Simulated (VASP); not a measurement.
Wanted: the native input for a VASP 6.6.1 run.

```
Task                   : single point
Functional             : BLYP
Potentials or basis    : VASP PAW PBE potentials, release 64 (Re)
Cutoff                 : 600 eV
k mesh                 : 14 × 14 × 14
Occupations            : fermi-dirac, width 0.1 eV
Spin                   : no spin polarisation
Dipole correction      : no
Further INCAR settings : ALGO = Normal; EDIFF = 1e-06; NBANDS = 10
```

The structure of Re lies in POSCAR:

```
Re
1.0
    0.0000000000      1.9826728723      1.9826728723
    1.9826728723      0.0000000000      1.9826728723
    1.9826728723      1.9826728723      0.0000000000
Re
1
Direct
    0.0000000000      0.0000000000      0.0000000000
```

This isn't the form of Re at room conditions, which is hcp.

The input as run:

INCAR

```
SYSTEM = Re
  PREC = Accurate
  ENCUT = 600
  EDIFF = 1E-6
  ISMEAR = -1
  SIGMA = 0.1
  LREAL = .False.
  LASPH = .True.
  NELM = 120
  ALGO = Normal
  ISIF = 2
  LWAVE = .False.
  LCHARG = .False.
  GGA = B5
  ALDAX = 1.0
  AGGAX = 1.0
  AGGAC = 1.0
  ALDAC = 0.0
  NBANDS = 10
  GGA_COMPAT = .False.
```

KPOINTS

```
Automatic mesh
0
Gamma
  14 14 14
  0 0 0
```

Potentials or basis: VASP PAW PBE potentials, release 64 (Re).

The run is started by

```console
$ cat potpaw_PBE.64/Re/POTCAR > POTCAR
$ mpirun -np 1 vasp_std > vasp.out
```

It gave:

| Quantity | Value |
| --- | --- |
| Pressure | 1.8 GPa |
| Band gap on the k mesh | zero (an odd number of electrons rules out a gap without spin polarisation) |

Caveat: the PAW data sets were made with another functional, which shifts forces and pressure a little; spin-orbit coupling is left out, which moves the levels of the heavy elements.

Run time: 15 s on 1 thread of Intel(R) Xeon(R) Platinum 8375C CPU @ 2.90GHz (Ice Lake) (shared host), peak memory 0.15 GiB.
